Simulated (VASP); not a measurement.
Here is a VASP 6.6.1 calculation.

File INCAR:

```
PREC = Accurate
ENCUT = 520
EDIFF = 1E-6
ISMEAR = 0
SIGMA = 0.15
LREAL = F
LASPH = T
NELM = 150
ALGO = Normal
ISIF = 2
LWAVE = F
LCHARG = F
ISPIN = 2
MAGMOM = 3.5 0
LORBIT = 11
NUPDOWN = 3.5
LMAXMIX = 4
GGA = PS
NBANDS = 20
```

File KPOINTS:

```
Automatic mesh
0
Gamma
  16 16 16
```

Contents of POSCAR:

```
MnS
1.0
    0.0000000000      2.4823828122      2.4823828122
    2.4823828122      0.0000000000      2.4823828122
    2.4823828122      2.4823828122      0.0000000000
Mn S
1 1
Direct
    0.0000000000      0.0000000000      0.0000000000
    0.7500000000      0.7500000000      0.7500000000
```

Potentials or basis: VASP PAW PBE potentials, release 64 (Mn_pv, S).

Launch:

```console
$ cat potpaw_PBE.64/Mn_pv/POTCAR potpaw_PBE.64/S/POTCAR > POTCAR
$ mpirun -np 1 vasp_std > vasp.out
```

(1) What does it give for the pressure?

## Answers

(1) 22.7 GPa.

Caveat: the cell stands under pressure; the PAW data sets were made with another functional, which shifts forces and pressure a little; the total moment is fixed, so each spin has its own Fermi level and the state may be an excited one; a cell with one magnetic atom can't hold antiferromagnetic order, which such compounds often take.
